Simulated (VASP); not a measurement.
A run of VASP 6.6.1:

Contents of INCAR:

```
SYSTEM = Ta2O5
PREC = Accurate
ENCUT = 520
EDIFF = 1E-6
ISMEAR = 0
SIGMA = 0.05
LREAL = .False.
LASPH = .True.
NELM = 100
ALGO = Normal
ISIF = 2
LWAVE = .False.
LCHARG = .False.
GGA = PS
NBANDS = 65
```

The input KPOINTS:

```
Automatic mesh
0
Gamma
  7 7 3
  0 0 0
```

POSCAR

```
Ta2O5
1.0
   -2.9621467470      2.5380406705     -0.0166874688
   -2.9621467470     -2.5380406705     -0.0166874688
   -0.0257610277     -0.5076081341     10.2045875649
Ta O
4 10
Direct
    0.9149055224      0.8491375431      0.7300670708
    0.4149055224      0.4491375431      0.2300670708
    0.5048490427      0.3975278918      0.9378329292
    0.0048490427     -0.0024721082      0.4378329292
    0.6925518669     -0.0803551548      0.9096916382
    0.1925518669      0.5196448452      0.4096916382
    0.2368850303      0.3537881410      0.0621071486
    0.7368850303      0.7537881410      0.5621071486
    0.9776022812      0.3556077188      0.8339500000
    0.4776022812     -0.0443922812      0.3339500000
    0.1337904293      0.1419563994      0.6057928514
    0.6337904293      0.7419563994      0.1057928514
    0.3984168272      0.6558064607      0.7582083618
    0.8984168272      0.2558064607      0.2582083618
```

Potentials or basis: VASP PAW PBE potentials, release 64 (Ta_pv, O).

The run is started by

```console
$ cat potpaw_PBE.64/Ta_pv/POTCAR potpaw_PBE.64/O/POTCAR > POTCAR
$ mpirun -np 1 vasp_std > vasp.out
```

Hardware: 1 thread of Oxide Virtual Turin-like Processor, with other jobs on the host.

Q: Estimate the wall time of this run.

A: Run time: 19 min on 1 thread of Oxide Virtual Turin-like Processor, with other jobs on the host, peak memory 0.57 GiB. Counts: scf iterations 16, k points 74.
